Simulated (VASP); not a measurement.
A run of VASP 6.6.1 is set up as follows.

INCAR

```
PREC     = Accurate       # precision mode
ENCUT    = 520            # plane-wave cutoff, eV
EDIFF    = 1E-6           # SCF threshold, eV
ISMEAR   = 0              # smearing method
SIGMA    = 0.1            # smearing width, eV
LREAL    = False          # projectors in reciprocal space
LASPH    = True           # aspherical terms in the spheres
NELM     = 60             # most SCF steps
ALGO     = Normal         # electronic algorithm
ISIF     = 2              # what is computed and relaxed
LWAVE    = False          # write WAVECAR
LCHARG   = False          # write CHGCAR
LDIPOL   = True         
IDIPOL   = 3            
DIPOL    = 0.5 0.5 0.351
GGA      = PE             # functional
NBANDS   = 54             # bands
```

The input KPOINTS:

```
Automatic mesh
0
Gamma
  10 6 1
```

POSCAR

```
Ru6N
1.0
    2.7197977462      0.0000000000      0.0000000000
    0.0000000000      4.2966597640      0.0000000000
    0.0000000000      0.0000000000     20.8383397414
Ru N
6 1
Direct
    0.0000000000      0.7500000000      0.1919538720
    0.5000000000      0.2500000000      0.2296314409
    0.5000000000      0.7500000000      0.3049865786
    0.0000000000      0.2500000000      0.3407382302
    0.0000000000      0.7500000000      0.4168575075
    0.5000000000      0.2500000000      0.4481326179
    0.6666666667      0.3500000000      0.5224058036
```

Potentials or basis: VASP PAW PBE potentials, release 64 (Ru_pv, N).

Command:

```bash
$ cat potpaw_PBE.64/Ru_pv/POTCAR potpaw_PBE.64/N/POTCAR > POTCAR
$ mpirun -np 1 vasp_std > vasp.out
```

(1) Estimate the largest force.

(2) Predict the band gap on the k mesh.

## Answers

(1) 2.074 eV/Å.

(2) zero (an odd number of electrons rules out a gap without spin polarisation).
